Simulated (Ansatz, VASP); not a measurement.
CuMo3: VASP beside Ansatz

```xyz
4
Lattice="0.0000 3.1068 3.1068 3.1068 0.0000 3.1068 3.1068 3.1068 0.0000" Properties=species:S:1:pos:R:3 pbc="T T T"
Cu    0.0000    0.0000    0.0000
Mo    1.5534    1.5534    1.5534
Mo    4.6601    4.6601    4.6601
Mo    3.1068    3.1068    3.1068
```

Change from the starting cell: species swapped into the Li3Sn type (Fm-3m, No. 225).

Alike in both runs: functional PBE; k mesh 4 × 4 × 4; occupations gaussian, width 0.1 eV; no spin polarisation.

Ansatz relaxed the structure, and its values are those at the end. VASP's run is a single point on that final structure, the one shown.

|  | VASP | Ansatz |
| --- | --- | --- |
| version | VASP 6.6.1 | Ansatz 0.2.0 |
| potentials or method | VASP PAW PBE potentials, release 64 (Cu, Mo_sv), cutoff 520 eV | scalar-relativistic, plane waves, PAW |
| valence electrons in the cell | 53 | 61 |

```csv
,VASP,Ansatz,Ansatz less VASP
gap on the k mesh at the Fermi level (eV),none,none,-
pressure (GPa),0.5,0.0,-0.50
```

A gap of «none» marks a metal or a gap that the smearing closes. With one functional, cell and mesh, what is left measures potentials, basis and numerics. VASP's potentials hold 53 valence electrons a cell and Ansatz's 61, so a difference there can come from the potentials and not from the codes.

The k mesh is coarse, so the values compare programs but aren't converged.
